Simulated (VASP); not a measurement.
Tl:

```
CELL_PARAMETERS angstrom
3.45600 0.00000 0.00000
-1.72800 2.99298 0.00000
0.00000 0.00000 5.52500
ATOMIC_POSITIONS crystal
Tl 0.33333 0.66667 0.25000
Tl 0.66667 0.33333 0.75000
```

- Program: VASP 6.6.1
- Task: relaxation of cell and atoms
- Functional: PBE
- Potentials or basis: VASP PAW PBE potentials, release 64 (Tl_d)
- Cutoff: 600 eV
- k mesh: 15 × 15 × 8
- Occupations: gaussian, width 0.1 eV
- Spin: no spin polarisation

At the start: pressure 3.2 GPa; volume 28.57 Å³/atom.

Q: Where does the relaxation end?

A: Over 8 steps the energy falls by 26.1 meV/atom and the volume is 31.36 Å³/atom (+9.8 %); space group P6_3/mmc (No. 194, to 0.05 Å).

Step by step:
```tsv
step	energy change (eV)	largest force (eV/Å)	pressure (GPa)	volume (Å³)
1	0.0000	0.0000	3.19	57.15
2	-0.0494	0.0000	0.31	61.98
3	-0.0501	0.0000	-0.05	62.78
4	-0.0501	0.0000	0.00	62.66
5	-0.0507	0.0000	-0.01	62.68
6	-0.0519	0.0000	0.01	62.71
7	-0.0516	0.0000	0.03	62.74
8	-0.0522	0.0000	0.01	62.73
```

Final structure:
```yaml
crystal:
  lattice:
    - [3.60473, 0.00000, 0.00000]
    - [-1.80236, 3.12179, 0.00000]
    - [0.00000, 0.00000, 5.57405]
  atoms:
    - { symbol: Tl, position: [0.33333, 0.66667, 0.25000] }
    - { symbol: Tl, position: [0.66667, 0.33333, 0.75000] }
```
